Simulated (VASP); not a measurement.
Write the native input for VASP 6.6.1 that does the following.

```yaml
Task: single point
Functional: r2SCAN
Potentials_or_basis: VASP PAW PBE potentials, release 64 (Al, Ni)
Cutoff: 520 eV
k_mesh: 18 × 18 × 18
Occupations: gaussian, width 0.1 eV
Spin: no spin polarisation
Dipole_correction: no
Further_INCAR_settings: ALGO = Normal; EDIFF = 1e-07; NBANDS = 14
```

Crystal: AlNi.

```
CELL_PARAMETERS angstrom
2.80273 0.00000 0.00000
0.00000 2.80273 0.00000
0.00000 0.00000 2.90446
ATOMIC_POSITIONS crystal
Al 0.00000 0.00000 0.00000
Ni 0.50000 0.50000 0.50000
```

This cell differs from its parent crystal: biaxial strain in the a-b plane: -2.0 %.

The input as run:

POSCAR

```
AlNi
1.0
    2.8027335052      0.0000000000      0.0000000000
    0.0000000000      2.8027335052      0.0000000000
    0.0000000000      0.0000000000      2.9044575114
Al Ni
1 1
Direct
    0.0000000000      0.0000000000      0.0000000000
    0.5000000000      0.5000000000      0.5000000000
```

INCAR.step1

```
SYSTEM = AlNi
PREC = Accurate
ENCUT = 520
ISMEAR = 0
SIGMA = 0.1
LREAL = .False.
LASPH = .True.
NELM = 80
NBANDS = 14
GGA = PE
ALGO = Normal
EDIFF = 1E-4
LWAVE = .True.
LCHARG = .False.
```

INCAR.step2

```
SYSTEM = AlNi
PREC = Accurate
ENCUT = 520
EDIFF = 1E-7
ISMEAR = 0
SIGMA = 0.1
LREAL = .False.
LASPH = .True.
NELM = 80
ALGO = Normal
ISIF = 2
LWAVE = .False.
LCHARG = .False.
METAGGA = R2SCAN
LMIXTAU = .True.
NBANDS = 14
ISTART = 1
```

KPOINTS

```
Automatic mesh
0
Gamma
  18 18 18
  0 0 0
```

Potentials or basis: VASP PAW PBE potentials, release 64 (Al, Ni).

Run with:

```console
$ cat potpaw_PBE.64/Al/POTCAR potpaw_PBE.64/Ni/POTCAR > POTCAR
$ cp INCAR.step1 INCAR
$ mpirun -np 1 vasp_std > vasp.out
$ cp INCAR.step2 INCAR
$ mpirun -np 1 vasp_std > vasp.out
```

It gave:

```json
{"Pressure": "5.1 GPa", "Band gap on the k mesh": "zero (an odd number of electrons rules out a gap without spin polarisation)"}
```

Caveat: the cell differs from its parent crystal (biaxial strain in the a-b plane: -2.0 %); the cell stands under pressure; the PAW data sets were made with another functional, which shifts forces and pressure a little.

It took 11 min on 1 thread of Intel Xeon 8259CL (shared host), peak memory 0.3 GiB.
